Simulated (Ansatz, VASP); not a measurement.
**Rh: VASP beside Ansatz**

INCAR

```
ALGO = Fast
EDIFF = 1E-7
ENCUT = 520
GGA = PS
ISIF = 2
ISMEAR = 0
LASPH = T
LCHARG = F
LREAL = F
LWAVE = F
NBANDS = 38
NELM = 80
PREC = Accurate
SIGMA = 0.15
```

The input KPOINTS:

```
k-points
0
Gamma
  18 18 6
```

Contents of POSCAR:

```
Rh
1.0
    2.6755648908      0.0000000000      0.0000000000
   -1.3377824454      2.3171071649      0.0000000000
    0.0000000000      0.0000000000      8.7275109659
Rh
4
Direct
    0.0000000000      0.0000000000      0.0000000000
    0.3333333333      0.6666666667      0.2500000000
    0.0000000000      0.0000000000      0.5000000000
    0.6666666667      0.3333333333      0.7500000000
```

Input for Ansatz:

```yaml
crystal:
  lattice:
    - [2.6755648908, 0.0, 0.0]
    - [-1.3377824454, 2.3171071649, 0.0]
    - [0.0, 0.0, 8.7275109659]
  atoms:
    - { symbol: Rh, position: [0.0, 0.0, 0.0] }
    - { symbol: Rh, position: [0.3333333333, 0.6666666667, 0.25] }
    - { symbol: Rh, position: [0.0, 0.0, 0.5] }
    - { symbol: Rh, position: [0.6666666667, 0.3333333333, 0.75] }
basis:
  ecutwfc: 420
kpoints:
  mp_grid: { grid: [18, 18, 6] }
hamiltonian:
  xc: pbesol
  pseudopotentials: { kind: paw, azcp: { folder: soft_1 } }
scf:
  occupations: { method: gaussian, width: 0.15 }
output:
  forces: true
  stress: true
  eigenvalues: true
```

Alike in both runs: task single point; functional PBEsol; k mesh 18 × 18 × 6; occupations gaussian, width 0.15 eV; no spin polarisation.

```csv
,VASP,Ansatz
version,VASP 6.6.1,Ansatz 0.2.0
potentials or method,"VASP PAW PBE potentials, release 64 (Rh_pv), cutoff 520 eV","scalar-relativistic, plane waves, PAW"
valence electrons in the cell,60,68
```

|  | VASP | Ansatz | Ansatz less VASP |
| --- | --- | --- | --- |
| gap on the k mesh at the Fermi level (eV) | none | none | - |
| pressure (GPa) | 0.0 | 0.1 | +0.12 |
| traceless stress, the component that is largest in VASP (GPa) | -0.06 | -0.05 | +0.005 |

VASP's potentials were made for PBE, not for PBEsol, and Ansatz warns of the same on its side. A gap of «none» marks a metal or a gap that the smearing closes. The functional is the same, so the differences come from potentials, cutoffs and numerics. VASP's potentials hold 60 valence electrons a cell and Ansatz's 68, so a difference there can come from the potentials and not from the codes.
